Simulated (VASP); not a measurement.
GaN:

```
Ga N
1.0
     3.21087    0.00000    0.00000
    -1.60543    2.78069    0.00000
     0.00000    0.00000   10.58039
Ga N
4 4
Cartesian
  0.0000 1.8538 9.2578
  1.6054 0.9269 1.3225
  1.6054 0.9269 3.9676
  0.0000 1.8538 6.6127
  1.6054 0.9269 7.9353
  0.0000 0.0000 0.0000
  0.0000 1.8538 2.6451
  0.0000 0.0000 5.2902
```

| Quantity | Value |
| --- | --- |
| Program | VASP 6.6.1 |
| Task | relaxation of cell and atoms |
| Functional | PBE |
| Potentials or basis | VASP PAW PBE potentials, release 64 (Ga_d, N) |
| Cutoff | 600 eV |
| k mesh | 6 × 6 × 2 |
| Occupations | gaussian, width 0.1 eV |
| Spin | no spin polarisation |

At the start: pressure -23.2 GPa; volume 11.81 Å³/atom.

Problem. Where does the relaxation end?

Solution. Over 7 steps the energy falls by 172.6 meV/atom and the volume is 9.89 Å³/atom (-16.2 %); space group P6_3/mmc (No. 194, to 0.1 Å) before and after.

Step by step:
| step | energy change (eV) | largest force (eV/Å) | pressure (GPa) | volume (Å³) |
| --- | --- | --- | --- | --- |
| 1 | 0.0000 | 0.5116 | -23.24 | 94.47 |
| 2 | -1.0356 | 0.0220 | 19.60 | 72.93 |
| 3 | -1.3765 | 0.2317 | -0.07 | 78.97 |
| 4 | -1.3759 | 0.2218 | 0.91 | 78.68 |
| 5 | -1.3772 | 0.2383 | 0.64 | 78.72 |
| 6 | -1.3804 | 0.0287 | 0.73 | 78.70 |
| 7 | -1.3809 | 0.0095 | -0.40 | 79.14 |

Final structure:
```yaml
crystal:
  lattice:
    - [3.01772, 0.00000, 0.00000]
    - [-1.50886, 2.61342, 0.00000]
    - [0.00000, 0.00000, 10.03482]
  atoms:
    - { symbol: Ga, position: [0.33333, 0.66667, 0.87708] }
    - { symbol: Ga, position: [0.66667, 0.33333, 0.12292] }
    - { symbol: Ga, position: [0.66667, 0.33333, 0.37708] }
    - { symbol: Ga, position: [0.33333, 0.66667, 0.62292] }
    - { symbol: N, position: [0.66667, 0.33333, 0.75000] }
    - { symbol: N, position: [0.00000, 0.00000, 0.00000] }
    - { symbol: N, position: [0.33333, 0.66667, 0.25000] }
    - { symbol: N, position: [0.00000, 0.00000, 0.50000] }
```

Caveat: the volume moved by over 15 % at a fixed basis, so the end points are rough.
